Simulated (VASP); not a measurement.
# CuSi16 (a cell with a defect) in VASP: notebook

The runs below take CuSi16 (a cell with a defect) through single point, with PBEsol.

Program: VASP 6.6.1. These are calculated values, not measurements. Logs are shortened: lines on timing, memory, paths and dates and some standing lists are left out, and cuts for length are marked.

## 1. The cell of the first run

The cell holds a defect, 17 atoms: a = 7.679 Å, b = 7.679 Å, c = 7.679 Å, α = 60.00°, β = 60.00°, γ = 60.00°.

## 2. Single point, PBEsol

The input, INCAR:

```
PREC = Accurate
ENCUT = 520
EDIFF = 1E-6
ISMEAR = -1
SIGMA = 0.02
LREAL = Auto
LASPH = True
NELM = 100
ALGO = Normal
ISIF = 2
LWAVE = False
LCHARG = True
GGA = PS
LELF = True
LVHAR = True
NELECT = 74.0
NBANDS = 52
```

The input, KPOINTS:

```
Automatic mesh
0
Gamma
  2 2 2
```

The input, POSCAR:

```
CuSi16
1.0
    0.0000000000      5.4300000000      5.4300000000
    5.4300000000      0.0000000000      5.4300000000
    5.4300000000      5.4300000000      0.0000000000
Si Cu
16 1
Direct
    0.0163614180     -0.0407676796      0.0162905157
    0.1217512891      0.1172628913      0.1225133517
   -0.0191558932     -0.0001072744      0.5121407919
    0.1175397790      0.1142821363      0.6440928177
   -0.0002112339      0.4889471455     -0.0001825046
    0.1364959484      0.5873896869      0.1367250460
    0.0025468692      0.4860118785      0.5102245856
    0.1166232965      0.6275387661      0.6264166667
    0.5123387661     -0.0002857274     -0.0194120626
    0.6444593923      0.1143884899      0.1175748619
    0.5066940147      0.0004604972      0.5070971455
    0.6098387661      0.1626360037      0.6101995396
    0.5101635359      0.4859585635      0.0027215470
    0.6263643646      0.6275466851      0.1166794659
    0.4894604972      0.5349293738      0.4895691529
    0.6290196133      0.6279595764      0.6292221915
    0.3298410681      0.0101703499      0.3287219153
```

Potentials or basis: VASP PAW PBE potentials, release 64 (Si, Cu).

Command:

```sh
$ cat potpaw_PBE.64/Si/POTCAR potpaw_PBE.64/Cu/POTCAR > POTCAR
$ mpirun -np 1 vasp_std > vasp.out
```

OUTCAR:

```text
PREC = Accurate
   ENCUT = 520
   EDIFF = 1E-6
   ISMEAR = -1
   LREAL = Auto
   LASPH = True
   NELM = 100
   ISIF = 2
   GGA = PS
   NELECT = 74.0

 ion  position               nearest neighbor table
   1  0.016  0.959  0.016-   2 2.33   6 2.33  10 2.34   4 2.34
   2  0.122  0.117  0.123-   1 2.33   5 2.33  17 2.38   3 2.44   9 2.45
   3  0.981  1.000  0.512-   8 2.34  12 2.34  17 2.34   4 2.40   2 2.44
   4  0.118  0.114  0.644-   7 2.33   1 2.34   3 2.40  17 2.42  11 2.44
   5  1.000  0.489  1.000-   2 2.33   6 2.34   8 2.34  14 2.34
   6  0.136  0.587  0.137-   1 2.33   5 2.34   7 2.35  13 2.35
   7  0.003  0.486  0.510-   4 2.33   8 2.33  16 2.35   6 2.35
   8  0.117  0.628  0.626-   7 2.33   3 2.34   5 2.34  15 2.35
   9  0.512  1.000  0.981-  14 2.34  12 2.34  17 2.34  10 2.41   2 2.45
  10  0.644  0.114  0.118-  13 2.33   1 2.34   9 2.41  17 2.41  11 2.44
  11  0.507  0.000  0.507-  17 2.32  12 2.32  16 2.34   4 2.44  10 2.44
  12  0.610  0.163  0.610-  11 2.32  15 2.33   9 2.34   3 2.34
  13  0.510  0.486  0.003-  10 2.33  14 2.33  16 2.34   6 2.35
  14  0.626  0.628  0.117-  13 2.33   9 2.34   5 2.34  15 2.35
  15  0.489  0.535  0.490-  12 2.33  16 2.34   8 2.35  14 2.35
  16  0.629  0.628  0.629-  11 2.34  15 2.34  13 2.34   7 2.35
  17  0.330  0.010  0.329-  11 2.32   9 2.34   3 2.34   2 2.38  10 2.41   4 2.42

  LATTYP: Found a face centered cubic cell.
 ALAT       =    10.8600000000

  Lattice vectors:

 A1 = (   0.0000000000,   5.4300000000,   5.4300000000)
 A2 = (   5.4300000000,   0.0000000000,   5.4300000000)
 A3 = (   5.4300000000,   5.4300000000,   0.0000000000)

Analysis of symmetry for initial positions (statically):
=====================================================================
 Subroutine PRICEL returns:
 Original cell was already a primitive cell.

 Routine SETGRP: Setting up the symmetry group for a
 face centered cubic supercell.

 Subroutine GETGRP returns: Found  1 space group operations
 (whereof  1 operations were pure point group operations)
 out of a pool of 48 trial point group operations.

The static configuration has the point symmetry C_1 .

Analysis of symmetry for dynamics (positions and initial velocities):
=====================================================================
 Subroutine PRICEL returns:
 Original cell was already a primitive cell.
[... 122 lines left out ...]
   LREAL  =      T    real-space projection
   EDIFFG = 0.1E-04   stopping-criterion for IOM
   NSW    =      0    number of steps for IOM
   IBRION =     -1    ionic relax: 0-MD 1-quasi-New 2-CG
   NFREE  =      0    steps in history (QN), initial steepest desc. (CG)
   ISIF   =      2    stress and relaxation
   ISYM   =      2    0-nonsym 1-usesym 2-fastsym
   POTIM  = 0.5000    time-step for ionic-motion
   TEBEG  =    0.0;   TEEND  =   0.0 temperature during run
   PSTRESS=    0.0 pullay stress
   NELECT =      74.0000    total number of electrons
   NUPDOWN=      -1.0000    fix difference up-down
   EMIN   =  10.00;   EMAX   =-10.00  energy-range for DOS
   EFERMI =   0.00;   METHOD = LEGACY
   ISMEAR =    -1;   SIGMA  =   0.02  broadening in eV -4-tet -1-fermi 0-gaus
   EFERMI_NEDOS =   21; number of points for ismear=-14 and -15
   IALGO  =     38    algorithm
   IMIX   =      4    mixing-type and parameters
     AMIX     =   0.40;   BMIX     =  1.00
     AMIX_MAG =   1.60;   BMIX_MAG =  1.00
  volume/ion in A,a.u.               =      18.84       127.11
  Fermi-wavevector in a.u.,A,eV,Ry     =   1.004636  1.898488 13.732283  1.009294
  Thomas-Fermi vector in A             =   2.137265
   LORBIT       =      0    0 simple, 1 ext, 2 COOP (PROOUT), +10 PAW based schemes
   GGA     = PS    functional components
   LHFCALC =     F    Hartree Fock is set to
   AEXX    =    0.0000 exact exchange contribution
   IVDW    =     0    specifies the selected vdW correction
   LEPSILON=     F    determine dielectric tensor
   LRPA    =     F    only Hartree local field effects (RPA)
 non-spin polarized calculation
  energy-cutoff  :      520.00
  volume of cell :      320.21
 maximum number of plane-waves:      8646
 NGX is ok and might be reduce to    60
   NGX = 29   NGY = 29   NGZ = 29

 number of electron      73.9999998 magnetization

 Free energy of the ion-electron system (eV)
  ---------------------------------------------------
  ext. energy  EPLUGINS =         0.00000000
  ---------------------------------------------------
  free energy    TOTEN  =      -100.07268307 eV

  energy without entropy =     -100.07123829  energy(sigma->0) =     -100.07196068

 E-fermi :   6.3701     XC(G=0):  -9.7603

 val. band max:        6.3004868777   @ k =   0.0000   0.0000   0.0000
 cond. band min:       6.4511768595   @ k =   0.0000   0.0000   0.0000
 fundamental gap:      0.1506899818
 Fermi energy:         6.3701293219

 k-point     1 :       0.0000    0.0000    0.0000
  band No.  band energies     occupation
      1      -5.9729      2.00000
      2      -3.6045      2.00000
      3      -3.5707      2.00000
      4      -3.5456      2.00000
      5      -3.5148      2.00000
      6      -2.0255      2.00000
[... 405 lines left out ...]
     48      10.3011      0.00000
     49      10.3381      0.00000
 [bands above 49 left out]

------------------------ aborting loop because EDIFF is reached ----------------------------------------

  FORCE on cell =-STRESS in cart. coord.  units (eV):
  Direction    XX          YY          ZZ          XY          YZ          ZX
  --------------------------------------------------------------------------------------
  -------------------------------------------------------------------------------------
  Total       -5.4284162     -4.8509153     -5.4259427      0.1287524      0.0776180      0.9731457
  in kB      -27.1615305    -24.2719569    -27.1491539      0.6442234      0.3883682      4.8692153
  external PRESSURE =     -26.1942138 kB  Pullay stress =       0.0000000 kB

 VOLUME and BASIS-vectors are now :
 -----------------------------------------------------------------------------
  energy-cutoff  :      520.00
  volume of cell :      320.21
      direct lattice vectors                 reciprocal lattice vectors
     0.000000000  5.430000000  5.430000000    -0.092081031  0.092081031  0.092081031
     5.430000000  0.000000000  5.430000000     0.092081031 -0.092081031  0.092081031
     5.430000000  5.430000000  0.000000000     0.092081031  0.092081031 -0.092081031

 POSITION                                       TOTAL-FORCE (eV/Angst)
 -----------------------------------------------------------------------------------
      5.29709      0.17730      5.29747         0.002201     -0.011174      0.014360
      1.30198      1.32636      1.29785        -0.019266      0.000080      0.014024
      8.21034      8.10691     10.75540         0.009046     -0.021571     -0.014929
      4.11798      4.13567      1.25879         0.018010      0.013184     -0.004474
      8.08399     10.85786      8.08384         0.004587      0.000853      0.001764
      3.93194      1.48359      3.93070         0.003054     -0.006799      0.012197
[... 9 lines left out ...]
      6.82650      6.83225      6.82540         0.005293      0.005262      0.004918
      1.84019      3.57600      1.84626        -0.022192      0.041745     -0.047797
 -----------------------------------------------------------------------------------
    total drift:                               -0.004192     -0.013862     -0.003057

  FREE ENERGIE OF THE ION-ELECTRON SYSTEM (eV)
  ---------------------------------------------------
  free  energy   TOTEN  =      -100.0726830668 eV

  energy  without entropy=     -100.0712382944  energy(sigma->0) =     -100.07196068
```

OSZICAR:

```text
N       E                     dE             d eps       ncg     rms          rms(c)
DAV:   1     0.317765743970E+03    0.31777E+03   -0.27624E+04   832   0.123E+03
DAV:   2    -0.617244611671E+02   -0.37949E+03   -0.35578E+03   844   0.240E+02
DAV:   3    -0.102410013449E+03   -0.40686E+02   -0.38250E+02  1136   0.793E+01
[... 11 lines left out ...]
DAV:  15    -0.100072696801E+03    0.43172E-03   -0.19198E-03  1312   0.890E-01    0.741E-02
DAV:  16    -0.100072700201E+03   -0.33990E-05   -0.36360E-04  1104   0.755E-02    0.350E-02
DAV:  17    -0.100072688081E+03    0.12119E-04   -0.35003E-05  1448   0.798E-02    0.194E-02
DAV:  18    -0.100072682643E+03    0.54384E-05   -0.25765E-05  1296   0.110E-01    0.617E-03
DAV:  19    -0.100072683067E+03   -0.42404E-06   -0.57475E-06   816   0.942E-03
   1 F= -.10007268E+03 E0= -.10007196E+03  d E =-.144477E-02
```

stdout:

```text
POSCAR found type information on POSCAR SiCu
 POSCAR found :  2 types and      17 ions
 scaLAPACK will be used
 -----------------------------------------------------------------------------
|                                                                             |
|                                                                             |
|     You enforced a specific xc type in the INCAR file but a different       |
|     I HOPE YOU KNOW WHAT YOU ARE DOING!                                     |
|                                                                             |
 -----------------------------------------------------------------------------

 LDA part: xc-table for (Slater+PW92), standard interpolation
 POSCAR, INCAR and KPOINTS ok, starting setup
 FFT: planning ... GRIDC
 FFT: planning ... GRID_SOFT
 FFT: planning ... GRID
 WAVECAR not read
 entering main loop
 the old and the new charge density differ
 old charge density:    75.00000 new   74.00000
    0.227E+01
```

It took 10 min on 1 thread of Intel Xeon 8259CL, shared host; peak memory 0.5 GiB.

Results:

| Property | Result |
| --- | --- |
| Free energy | -100.0727 eV |
| Largest force | 0.067 eV/Å |

Forces on the atoms (eV/Å):
```
Si   0.002 -0.011  0.014
Si  -0.019  0.000  0.014
Si   0.009 -0.022 -0.015
Si   0.018  0.013 -0.004
Si   0.005  0.001  0.002
Si   0.003 -0.007  0.012
Si  -0.004  0.003 -0.005
Si   0.007 -0.004 -0.005
Si   0.020 -0.011  0.004
Si  -0.012 -0.002 -0.007
Si   0.007 -0.003  0.022
Si  -0.018  0.004  0.007
Si   0.002 -0.005 -0.004
Si  -0.008  0.003  0.002
Si   0.004 -0.007  0.006
Si   0.005  0.005  0.005
Cu  -0.022  0.042 -0.048
```

Levels at points of the mesh, in eV from the Fermi level:
```
           k point  band 33  band 34  band 35  band 36  band 37  band 38  band 39  band 40  band 41  band 42
(0.00, 0.00, 0.00)    -1.17    -1.12    -0.60    -0.24    -0.07     0.08     0.09     0.45     0.47     0.63
(0.50, 0.00, 0.00)    -2.05    -1.05    -0.98    -0.92    -0.77     0.51     0.96     1.03     1.18     1.30
(0.00, 0.50, 0.00)    -2.18    -0.93    -0.92    -0.62    -0.48     0.47     0.87     1.32     1.33     1.47
(0.00, 0.00, 0.50)    -2.05    -1.05    -0.97    -0.92    -0.77     0.51     0.96     1.03     1.18     1.30
(0.50, 0.50, 0.50)    -2.04    -1.06    -0.95    -0.92    -0.73     0.53     0.97     1.05     1.21     1.31
(0.50, 0.50, 0.00)    -1.86    -1.63    -1.50    -1.45    -1.19     0.61     0.78     1.80     1.98     2.12
(0.00, 0.50, 0.50)    -1.86    -1.63    -1.50    -1.45    -1.19     0.60     0.78     1.80     1.98     2.12
(0.50, 0.00, 0.50)    -1.86    -1.63    -1.52    -1.47    -1.15     0.60     0.77     1.79     1.99     2.12
```

Caveat: the k points lie up to 0.50 Å⁻¹ apart; the cell carries a net charge on a neutralising background, which shifts energy and pressure; the cell is charged against a uniform background, so pressure and absolute levels hang on convention; the PAW data sets were made with another functional, which shifts forces and pressure a little.

(Part 1 of 2 ends here.)
